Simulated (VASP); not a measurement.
Wanted: the native input for a VASP 6.6.1 run.

```
Task                   : single point
Functional             : PBEsol
Potentials or basis    : VASP PAW PBE potentials, release 64 (Rb_sv, Cl)
Cutoff                 : 500 eV
k mesh                 : 7 × 7 × 7
Occupations            : fermi-dirac, width 0.02 eV
Spin                   : no spin polarisation
Dipole correction      : no
Further INCAR settings : ALGO = Normal; EDIFF = 1e-06; NBANDS = 15
```

The structure of RbCl lies in POSCAR:

```
RbCl
1.0
    0.0000000000      3.2297513325      3.2297513325
    3.2297513325      0.0000000000      3.2297513325
    3.2297513325      3.2297513325      0.0000000000
Rb Cl
1 1
Direct
    0.0000000000      0.0000000000      0.0000000000
    0.5000000000      0.5000000000      0.5000000000
```

This cell differs from its parent crystal: volume scaled by 0.96.

These files were run (other wordings do the same):

INCAR

```
SYSTEM = RbCl
PREC = Accurate
ENCUT = 500
EDIFF = 1E-6
ISMEAR = -1
SIGMA = 0.02
LREAL = .False.
LASPH = .True.
NELM = 120
ALGO = Normal
ISIF = 2
LWAVE = .False.
LCHARG = .False.
GGA = PS
NBANDS = 15
GGA_COMPAT = .False.
```

KPOINTS

```
Automatic mesh
0
Gamma
  7 7 7
  0 0 0
```

Potentials or basis: VASP PAW PBE potentials, release 64 (Rb_sv, Cl).

Run with:

```bash
$ cat potpaw_PBE.64/Rb_sv/POTCAR potpaw_PBE.64/Cl/POTCAR > POTCAR
$ mpirun -np 1 vasp_std > vasp.out
```

It gave:

The pressure is 0.7 GPa and the band gap on the k mesh is 5.01 eV, direct.

Caveat: the PAW data sets were made with another functional, which shifts forces and pressure a little.

It took 37 s on 1 thread of Intel Xeon 8259CL (shared host), peak memory 0.2 GiB.
